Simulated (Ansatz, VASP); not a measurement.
SiNi2 in VASP and in Ansatz

The input INCAR:

```
PREC = Accurate
ENCUT = 520
EDIFF = 1E-6
ISMEAR = 0
SIGMA = 0.1
LREAL = False
LASPH = True
NELM = 80
ALGO = Fast
ISIF = 2
LWAVE = False
LCHARG = False
GGA = PS
NBANDS = 33
```

File KPOINTS:

```
regular mesh
0
Gamma
  12 12 8
```

Contents of POSCAR:

```
SiNi2
1.0
    4.0232021272      0.0000000000      0.0000000000
   -2.0116010636      3.4841952467      0.0000000000
    0.0000000000      0.0000000000      5.1136646672
Si Ni
2 4
Direct
    0.3333333333      0.6666666667      0.7500000000
    0.6666666667      0.3333333333      0.2500000000
    0.0000000000      0.0000000000      0.0000000000
    0.0000000000      0.0000000000      0.5000000000
    0.3333333333      0.6666666667      0.2500000000
    0.6666666667      0.3333333333      0.7500000000
```

Input for Ansatz:

```yaml
crystal:
  lattice:
    - [4.0232021272, 0.0, 0.0]
    - [-2.0116010636, 3.4841952467, 0.0]
    - [0.0, 0.0, 5.1136646672]
  atoms:
    - { symbol: Si, position: [0.3333333333, 0.6666666667, 0.75] }
    - { symbol: Si, position: [0.6666666667, 0.3333333333, 0.25] }
    - { symbol: Ni, position: [0.0, 0.0, 0.0] }
    - { symbol: Ni, position: [0.0, 0.0, 0.5] }
    - { symbol: Ni, position: [0.3333333333, 0.6666666667, 0.25] }
    - { symbol: Ni, position: [0.6666666667, 0.3333333333, 0.75] }
basis:
  ecutwfc: 420
kpoints:
  mp_grid: { grid: [12, 12, 8] }
hamiltonian:
  xc: pbesol
scf:
  occupations: { method: gaussian, width: 0.1 }
output:
  forces: true
  stress: true
  eigenvalues: true
```

Change from the starting cell: equal strain along all axes, cell held, atoms relaxed: +4.0 %.

Alike in both runs: task single point; functional PBEsol; k mesh 12 × 12 × 8; occupations gaussian, width 0.1 eV; no spin polarisation.

```csv
,VASP,Ansatz
version,VASP 6.6.1,Ansatz 0.2.0
potentials or method,"VASP PAW PBE potentials, release 64 (Si, Ni), cutoff 520 eV","scalar-relativistic, plane waves, PAW"
valence electrons in the cell,48,80
```

```tsv
	VASP	Ansatz	Ansatz less VASP
gap on the k mesh at the Fermi level (eV)	none	none	-
pressure (GPa)	-20.1	-20.5	-0.35
traceless stress, the component that is largest in VASP (GPa)	2.07	2.19	+0.125
```

VASP's potentials were made for PBE, not for PBEsol. A gap of «none» marks a metal or a gap that the smearing closes. VASP's potentials hold 48 valence electrons a cell and Ansatz's 80, so a difference there can come from the potentials and not from the codes.
